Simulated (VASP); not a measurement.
AgCl: electric field gradients with PBE

AgCl:

```
Ag Cl
1.0
     0.00000    2.82861    2.77315
     2.82861    0.00000    2.77315
     2.82861    2.82861    0.00000
Ag Cl
1 1
Direct
  0.50000 0.50000 0.50000
  0.00000 0.00000 0.00000
```

This cell differs from its parent crystal: equal xx and yy strain of +2 %.

```yaml
Program: VASP 6.6.1
Task: electric field gradients
Functional: PBE
Potentials_or_basis: VASP PAW PBE potentials, release 64 (Ag, Cl)
Cutoff: 520 eV
k_mesh: 8 × 8 × 8
Occupations: fermi-dirac, width 0.02 eV
Spin: no spin polarisation
Dipole_correction: no
Further_INCAR_settings: ALGO = Normal; EDIFF = 1e-08; NBANDS = 16
```

The pressure is -0.3 GPa. The band gap on the k mesh is 0.87 eV (least direct gap 3.06 eV). The largest electric field gradient by atom is Ag -10.6; Cl +10.0 V/Å².

Stress tensor (GPa, compression positive):
```
-0.37  0.00  0.00
 0.00 -0.37  0.00
 0.00  0.00 -0.10
```

Levels at points of the mesh, in eV from the valence-band top:
```tsv
k point	band 6	band 7	band 8	band 9	band 10	band 11	band 12	band 13
(0.00, 0.00, 0.00)	-2.31	-2.26	-2.20	-2.20	0.87	10.80	10.80	10.85
(0.50, 0.00, 0.00)	-2.01	-1.72	-0.12	0.00	4.29	6.27	7.59	7.78
(0.50, 0.50, 0.00)	-2.12	-1.91	-1.91	-1.84	2.38	7.95	8.58	11.16
(0.50, 0.00, 0.50)	-2.14	-1.91	-1.90	-1.85	2.39	8.07	8.38	11.16
```

Electric field gradients, principal values (V/Å²):
| atom | least | middle | greatest (by size) |
| --- | --- | --- | --- |
| 1 Ag | 5.282 | 5.283 | -10.565 |
| 2 Cl | -5.003 | -5.003 | 10.006 |

It took 84 s on 1 thread of Intel Xeon 8259CL (shared host), peak memory 0.19 GiB.

Caveat: the cell differs from its parent crystal (equal xx and yy strain of +2 %); without QUAD_EFG the Cq values of the log hold for a quadrupole moment of 1 mb, not for the nuclei. A k mesh can miss the band edges.
